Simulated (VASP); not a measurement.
## KF: single point with PBE

The system is KF.

```
K F
1.0
     0.00000    2.65441    2.65441
     2.65441    0.00000    2.65441
     2.65441    2.65441    0.00000
K F
1 1
Direct
  0.00000 0.00000 0.00000
  0.50000 0.50000 0.50000
```

| Item | Value |
| --- | --- |
| Program | VASP 6.6.1 |
| Task | single point |
| Functional | PBE |
| Potentials or basis | VASP PAW PBE potentials, release 64 (K_sv, F) |
| Cutoff | 600 eV |
| k mesh | 6 × 6 × 6 |
| Occupations | gaussian, width 0.01 eV |
| Spin | no spin polarisation |
| Dipole correction | no |
| Further INCAR settings | ALGO = Normal; EDIFF = 1e-06; NBANDS = 15 |

| Quantity | Value |
| --- | --- |
| Pressure | 2.1 GPa |
| Band gap on the k mesh | 6.27 eV |

Levels at points of the mesh, in eV from the valence-band top:
```tsv
k point	band 5	band 6	band 7	band 8	band 9	band 10	band 11	band 12
(0.00, 0.00, 0.00)	-9.32	0.00	0.00	0.00	6.27	10.74	10.74	10.74
(0.50, 0.00, 0.00)	-9.36	-0.81	-0.36	-0.36	9.15	10.76	12.17	12.17
(0.50, 0.50, 0.00)	-9.54	-0.20	-0.05	-0.05	8.22	10.42	11.97	13.72
```

Wall time 12 s on 1 thread of Intel(R) Xeon(R) Platinum 8259CL CPU @ 2.50GHz (Skylake/Cascade Lake) (shared host), peak memory 0.17 GiB.
